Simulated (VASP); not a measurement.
Input of a VASP 6.6.1 run:

Contents of INCAR:

```
SYSTEM = Ga12O19
PREC     = Accurate       ! precision mode
ENCUT    = 520            ! plane-wave cutoff, eV
EDIFF    = 1E-6           ! SCF threshold, eV
ISMEAR   = -1             ! smearing method
SIGMA    = 0.01           ! smearing width, eV
LREAL    = Auto         
LASPH    = .TRUE.         ! aspherical terms in the spheres
NELM     = 120            ! most SCF steps
ALGO     = Normal         ! electronic algorithm
ISIF     = 2              ! what is computed and relaxed
LWAVE    = .FALSE.        ! write WAVECAR
LCHARG   = .TRUE.         ! write CHGCAR
GGA      = PE             ! functional
LELF     = .TRUE.         ! ELF
LVHAR    = .TRUE.       
NBANDS   = 156            ! bands
GGA_COMPAT= .FALSE.      
ISYM     = -1
```

File KPOINTS:

```
explicit points
1
Reciprocal
  0.25000000   0.25000000   0.25000000 1
```

POSCAR

```
Ga12O19
1.0
    0.0000000000      9.2496621800      0.0000000000
   -1.3977182400      0.0000000000      5.7085775500
    6.2279771500     -1.5416103600      0.0067278600
Ga O
12 19
Direct
    0.1172989630      0.6803652268      0.6945364279
    0.2307827782      0.3355999359      0.3180917797
    0.3040777416      0.1992639219      0.8190676813
    0.0280375088      0.7780057195      0.1832355311
    0.4530999739      0.6846596127      0.6970541613
    0.5541469487      0.3211379127      0.3192209108
    0.6382573904      0.2054364711      0.8247828013
    0.3660456754      0.8028398919      0.1872253177
    0.7806976770      0.6799812517      0.6977148391
    0.8812967737      0.3347672031      0.3145876549
    0.9727017969      0.1990567746      0.8133283697
    0.6993933088      0.8072181165      0.1955045370
    0.1716934323      0.7374113696      0.0216524536
    0.1677780746      0.2594059958      0.9918785057
    0.2778622680      0.4309244934      0.6550413993
    0.0627765947      0.5567747698      0.3558381656
    0.0531388582      0.1279588842      0.2764879294
    0.2867892487      0.8808453781      0.6915743271
    0.5059611046      0.7464736506      0.0207705722
    0.4994812606      0.2589907206      0.9949428230
    0.6091756542      0.4378419805      0.6588207564
    0.3965177469      0.5711260656      0.3541392583
    0.3909734447      0.1163550565      0.3337932622
    0.6146767363      0.8907089382      0.6799783665
    0.8329534140      0.7405716737      0.0209880066
    0.8332947851      0.2642731175      0.9900766164
    0.9416287867      0.4347699099      0.6544285038
    0.7261695514      0.5731278628      0.3569011979
    0.7225366337      0.1224750263      0.3322391479
    0.9496612184      0.8773865460      0.7173787691
    1.0318394619      1.0163825417      0.4609953943
```

Potentials or basis: VASP PAW PBE potentials, release 64 (Ga_d, O).

The run is started by

```bash
$ cat potpaw_PBE.64/Ga_d/POTCAR potpaw_PBE.64/O/POTCAR > POTCAR
$ mpirun -np 1 vasp_std > vasp.out
```

Q: Predict the largest force.

A: 0.214 eV/Å.

Q: Predict the band gap on the k mesh.

A: 3.70 eV.

Q: Predict the pressure.

A: 4.9 GPa.

Stress tensor (GPa, compression positive):
```
 3.46  0.66 -2.61
 0.66  3.92  0.09
-2.61  0.09  7.41
```
